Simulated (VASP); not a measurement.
# Ir (P6_3/mmc) in VASP: further runs, part 2 of 2

VASP 6.6.1.

## (5) Relaxation of cell and atoms, PBE, target pressure 20 GPa, at which the enthalpy is minimised

INCAR reads:

```
ALGO = Normal ; EDIFF = 1E-6
EDIFFG = -0.03 ; ENCUT = 600
GGA = PE ; IBRION = 2
ISIF = 3 ; ISMEAR = -1
LASPH = True ; LCHARG = False
LREAL = False ; LWAVE = False
NELM = 80 ; NSW = 60
PREC = Accurate ; PSTRESS = 200.0
SIGMA = 0.1
```

KPOINTS reads:

```
k-points
0
Gamma
  9 9 5
```

POSCAR reads:

```
Ir
1.0
    2.7100000000      0.0000000000      0.0000000000
   -1.3550000000      2.3469288443      0.0000000000
    0.0000000000      0.0000000000      4.4254300000
Ir
2
Direct
    0.3333333333      0.6666666667      0.2500000000
    0.6666666667      0.3333333333      0.7500000000
```

Potentials or basis: VASP PAW PBE potentials, release 64 (Ir).

The run is started by

```sh
$ cat potpaw_PBE.64/Ir/POTCAR > POTCAR
$ mpirun -np 1 vasp_std > vasp.out
```

OUTCAR:

```text
EDIFF = 1E-6
   EDIFFG = -0.03
   ENCUT = 600
   GGA = PE
   IBRION = 2
   ISIF = 3
   ISMEAR = -1
   LASPH = True
   LREAL = False
   NELM = 80
   NSW = 60
   PREC = Accurate
   PSTRESS = 200.0

 ion  position               nearest neighbor table
   1  0.333  0.667  0.250-   2 2.71   2 2.71   2 2.71   2 2.71   2 2.71   2 2.71
   2  0.667  0.333  0.750-   1 2.71   1 2.71   1 2.71   1 2.71   1 2.71   1 2.71

  LATTYP: Found a hexagonal cell.
 ALAT       =     2.7100000000
 C/A-ratio  =     1.6330000000

  Lattice vectors:

 A1 = (   2.7100000000,   0.0000000000,   0.0000000000)
 A2 = (  -1.3550000000,   2.3469288443,   0.0000000000)
 A3 = (   0.0000000000,   0.0000000000,   4.4254300000)

Analysis of symmetry for initial positions (statically):
=====================================================================
 Subroutine PRICEL returns:
 Original cell was already a primitive cell.

 Routine SETGRP: Setting up the symmetry group for a
 hexagonal supercell.

 Subroutine GETGRP returns: Found 24 space group operations
 (whereof 12 operations were pure point group operations)
 out of a pool of 24 trial point group operations.

The static configuration has the point symmetry D_3d.
 The point group associated with its full space group is D_6h.

Analysis of symmetry for dynamics (positions and initial velocities):
=====================================================================
 Subroutine PRICEL returns:
 Original cell was already a primitive cell.

 Routine SETGRP: Setting up the symmetry group for a
 hexagonal supercell.

 Subroutine GETGRP returns: Found 24 space group operations
 (whereof 12 operations were pure point group operations)
 out of a pool of 24 trial point group operations.

The dynamic configuration has the point symmetry D_3d.
 The point group associated with its full space group is D_6h.

 Subroutine INISYM returns: Found 24 space group operations
 (whereof 12 operations are pure point group operations),
 and found     1 'primitive' translations

----------------------------------------------------------------------------------------

                                     Primitive cell

  volume of cell :      28.1465

  direct lattice vectors                    reciprocal lattice vectors
     2.710000000  0.000000000  0.000000000     0.369003690  0.213044380  0.000000000
    -1.355000000  2.346928844  0.000000000     0.000000000  0.426088760  0.000000000
     0.000000000  0.000000000  4.425430000     0.000000000  0.000000000  0.225966742

  length of vectors
     2.710000000  2.710000000  4.425430000     0.426088760  0.426088760  0.225966742

  position of ions in fractional coordinates (direct lattice)
     0.333333333  0.666666667  0.250000000
     0.666666667  0.333333333  0.750000000

  ion indices of the primitive-cell ions
   primitive index   ion index
                 1           1
                 2           2

----------------------------------------------------------------------------------------

 KPOINTS: k-points

Automatic generation of k-mesh.
 Grid dimensions read from file:
 generate k-points for:    9    9    5

 Generating k-lattice:

  Cartesian coordinates                     Fractional coordinates (reciprocal lattice)
[... 51 lines left out ...]
   PREC   = accura    normal or accurate (medium, high low for compatibility)
   ISTART =      0    job   : 0-new  1-cont  2-samecut
   ICHARG =      2    charge: 1-file 2-atom 10-const
   ISPIN  =      1    spin polarized calculation?
   LNONCOLLINEAR =      F non collinear calculations
   LSORBIT =      F    spin-orbit coupling
   LASPH  =      T    aspherical Exc in radial PAW
   ENCUT  =  600.0 eV  44.10 Ry    6.64 a.u.   5.41  5.41  8.84*2*pi/ulx,y,z
   NELM   =     80;   NELMIN=  2; NELMDL= -5     # of ELM steps
   EDIFF  = 0.1E-05   stopping-criterion for ELM
   LREAL  =      F    real-space projection
   EDIFFG = -.3E-01   stopping-criterion for IOM
   NSW    =     60    number of steps for IOM
   IBRION =      2    ionic relax: 0-MD 1-quasi-New 2-CG
   NFREE  =      1    steps in history (QN), initial steepest desc. (CG)
   ISIF   =      3    stress and relaxation
   ISYM   =      2    0-nonsym 1-usesym 2-fastsym
   POTIM  = 0.5000    time-step for ionic-motion
   TEBEG  =    0.0;   TEEND  =   0.0 temperature during run
   PSTRESS=  200.0 pullay stress
   NELECT =      18.0000    total number of electrons
   NUPDOWN=      -1.0000    fix difference up-down
   EMIN   =  10.00;   EMAX   =-10.00  energy-range for DOS
   EFERMI =   0.00;   METHOD = LEGACY
   ISMEAR =    -1;   SIGMA  =   0.10  broadening in eV -4-tet -1-fermi 0-gaus
   EFERMI_NEDOS =   21; number of points for ismear=-14 and -15
   IALGO  =     38    algorithm
   IMIX   =      4    mixing-type and parameters
     AMIX     =   0.40;   BMIX     =  1.00
     AMIX_MAG =   1.60;   BMIX_MAG =  1.00
  volume/ion in A,a.u.               =      14.07        94.97
  Fermi-wavevector in a.u.,A,eV,Ry     =   1.410449  2.665362 27.066979  1.989367
  Thomas-Fermi vector in A             =   2.532402
   LORBIT       =      0    0 simple, 1 ext, 2 COOP (PROOUT), +10 PAW based schemes
   GGA     = PE    functional components
   LHFCALC =     F    Hartree Fock is set to
   AEXX    =    0.0000 exact exchange contribution
   IVDW    =     0    specifies the selected vdW correction
   LEPSILON=     F    determine dielectric tensor
   LRPA    =     F    only Hartree local field effects (RPA)
 conjugate gradient relaxation of ions
 non-spin polarized calculation
  energy-cutoff  :      600.00
  volume of cell :       28.15
 maximum number of plane-waves:       966
 NGX is ok and might be reduce to    24
   NGX = 11   NGY = 11   NGZ = 17

--------------------------------------- Ionic step        1  -------------------------------------------

 number of electron      18.0000001 magnetization

 Free energy of the ion-electron system (eV)
  ---------------------------------------------------
  ext. energy  EPLUGINS =         0.00000000
  ---------------------------------------------------
  free energy    TOTEN  =       -17.54068977 eV

  energy without entropy =      -17.46292176  energy(sigma->0) =      -17.50180577

------------------------ aborting loop because EDIFF is reached ----------------------------------------

  FORCE on cell =-STRESS in cart. coord.  units (eV):
  Direction    XX          YY          ZZ          XY          YZ          ZX
  --------------------------------------------------------------------------------------
  -------------------------------------------------------------------------------------
  Total        2.6153963      2.6153963      2.0695226     -0.0000000      0.0000000      0.0000000
  in kB      148.8755554    148.8755554    117.8029238     -0.0000000      0.0000000      0.0000000
  external PRESSURE =     -61.4819885 kB  Pullay stress =     200.0000000 kB
[... 215 lines left out ...]
--------------------------------------- Ionic step        7  -------------------------------------------

 number of electron      18.0000001 magnetization

 Free energy of the ion-electron system (eV)
  ---------------------------------------------------
  ext. energy  EPLUGINS =         0.00000000
  ---------------------------------------------------
  free energy    TOTEN  =       -17.49868551 eV

  energy without entropy =      -17.42272684  energy(sigma->0) =      -17.46070618

 E-fermi :  10.8173     XC(G=0): -14.1074

 val. band max:       10.7718514657   @ k =   0.4444   0.1111   0.2000
 cond. band min:      10.8248107414   @ k =   0.3333   0.3333   0.0000
 fundamental gap:      0.0529592757
 Fermi energy:        10.8172722077

 k-point     1 :       0.0000    0.0000    0.0000
  band No.  band energies     occupation
      1      -0.5805      2.00000
      2       2.4625      2.00000
      3       6.7793      2.00000
      4       6.9064      2.00000
      5       6.9064      2.00000
      6       7.5884      2.00000
      7       7.5884      2.00000
      8       8.4136      2.00000
      9       8.4136      2.00000
     10       9.9839      1.99952
     11      11.1541      0.06663
     12      11.1541      0.06663
     13      18.1403      0.00000
[... 354 lines left out ...]
  band No.  band energies     occupation
      1       4.0910      2.00000
      2       4.6586      2.00000
      3       4.6586      2.00000
      4       5.6036      2.00000
      5       6.5186      2.00000
      6       6.5186      2.00000
      7       8.2806      2.00000
      8      10.2376      1.99394
      9      10.9936      0.29281
     10      10.9936      0.29281
     11      15.9820      0.00000
     12      15.9820      0.00000
     13      18.1281      0.00000

 [... further k-points ...]

------------------------ aborting loop because EDIFF is reached ----------------------------------------

  FORCE on cell =-STRESS in cart. coord.  units (eV):
  Direction    XX          YY          ZZ          XY          YZ          ZX
  --------------------------------------------------------------------------------------
  -------------------------------------------------------------------------------------
  Total        3.4837973      3.4837973      3.4874822      0.0000000      0.0000000      0.0000000
  in kB      201.2251552    201.2251552    201.4379925      0.0000000      0.0000000      0.0000000
  external PRESSURE =       1.2961010 kB  Pullay stress =     200.0000000 kB
[... 21 lines left out ...]
  energy  without entropy=      -17.4227268390  energy(sigma->0) =      -17.46070618

  enthalpy is  TOTEN    =       -14.0360992194 eV   P V=        3.4625862923

 reached required accuracy - stopping structural energy minimisation
```

Run time: 51 s. Hardware: 1 thread of AMD EPYC 7R13 (Zen 3), shared host; peak memory 0.14 GiB.

What came out:

- Free energy: -17.4987 eV
- Relaxed volume: 13.87 Å³/atom
- Relaxed cell: a = 2.702 Å, b = 2.702 Å, c = 4.386 Å, α = 90.00°, β = 90.00°, γ = 120.00°
- Space group after relaxing (to 0.05 Å): P6_3/mmc (No. 194)
- Energy change on relaxing (the enthalpy is what falls): +21.0 meV/atom
- Ionic steps: 7
- Pressure after relaxing: 20.1 GPa
- Band gap on the k mesh: zero (band 9 reaches 11.85 eV, above the bottom of band 10 at 8.64 eV)

Step by step:
| step | energy change (eV) | largest force (eV/Å) | pressure (GPa) | volume (Å³) |
| --- | --- | --- | --- | --- |
| 1 | 0.0000 | 0.0000 | 13.85 | 28.15 |
| 2 | 0.4337 | 0.0000 | 53.80 | 26.00 |
| 3 | 0.0415 | 0.0000 | 20.01 | 27.75 |
| 4 | 0.0429 | 0.0000 | 20.18 | 27.73 |
| 5 | 0.0439 | 0.0000 | 20.32 | 27.73 |
| 6 | 0.0409 | 0.0000 | 20.00 | 27.75 |
| 7 | 0.0420 | 0.0000 | 20.13 | 27.74 |

Final structure:
```
Ir
1.0
     2.70227    0.00000    0.00000
    -1.35113    2.34023    0.00000
     0.00000    0.00000    4.38625
Ir
2
Direct
  0.33333 0.66667 0.25000
  0.66667 0.33333 0.75000
```

Levels at points of the mesh, in eV from the Fermi level:
| k point | band 7 | band 8 | band 9 | band 10 | band 11 | band 12 |
| --- | --- | --- | --- | --- | --- | --- |
| (0.00, 0.00, 0.00) | -3.23 | -2.40 | -2.40 | -0.83 | 0.34 | 0.34 |

Caveat: the cell is relaxed towards a set pressure, so the enthalpy falls and the energy may rise; spin-orbit coupling is left out, which moves the levels of the heavy elements.

## (6) Overview

| cell | gap on the mesh (eV) | pressure (GPa) |
| --- | --- | --- |
| relaxed | none | 0.2 |
| relaxed to 5 GPa | none | 5.2 |
| relaxed to 10 GPa | none | 10.0 |
| relaxed to 20 GPa | none | 20.1 |

Alike in all rows: task relaxation of cell and atoms; level PBE; potentials or basis VASP PAW PBE potentials, release 64 (Ir); no spin polarisation; k mesh 9 × 9 × 5; cutoff (eV) 600; smearing fermi-dirac 0.1 eV.

Caveats: spin-orbit coupling is left out, which moves the levels of the heavy elements; the cell is relaxed towards a set pressure, so the enthalpy falls and the energy may rise (some runs).

Absolute energies hang on the potentials; compare differences alone.
